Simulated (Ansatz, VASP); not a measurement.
## Two plane-wave programs on Ti3Se

```xyz
4
Lattice="3.1974 0.0000 0.0000 -1.5987 2.7691 0.0000 0.0000 0.0000 7.9427" Properties=species:S:1:pos:R:3 pbc="T T T"
Se    0.0000    0.0000    0.0000
Ti    1.5987    0.9230    3.9714
Ti    0.0000    1.8460    6.1390
Ti    0.0000    1.8460    1.8038
```

Alike in both runs: functional PBEsol; k mesh 10 × 10 × 4; occupations fermi-dirac, width 0.05 eV; no spin polarisation; Hubbard terms Ti d U = 1.0 eV.

```csv
,VASP,Ansatz
version,VASP 6.6.1,Ansatz 0.2.0
potentials or method,"VASP PAW PBE potentials, release 64 (Se, Ti_sv)",Ansatz PAW
plane-wave cutoff (eV),520,420
valence electrons in the cell,42,52
task,single point,band structure
```

|  | VASP | Ansatz | Ansatz less VASP |
| --- | --- | --- | --- |
| gap on the k mesh at the Fermi level (eV) | none | none | - |
| pressure (GPa) | -2.8 | -3.3 | -0.55 |
| traceless stress, the component that is largest in VASP (GPa) | 0.25 | 0.11 | -0.143 |
| rms of the force components (eV/Å) | 0.034 | 0.035 | +0.0007 |

VASP's potentials were made for PBE, not for PBEsol. The programs project onto different local orbitals, so the same U acts differently, and such runs can settle in different states. Atom by atom the forces differ by 0.001 eV/Å (rms over components). A gap of «none» marks a metal or a gap that the smearing closes. VASP's potentials hold 42 valence electrons a cell and Ansatz's 52, so a difference there can come from the potentials and not from the codes.
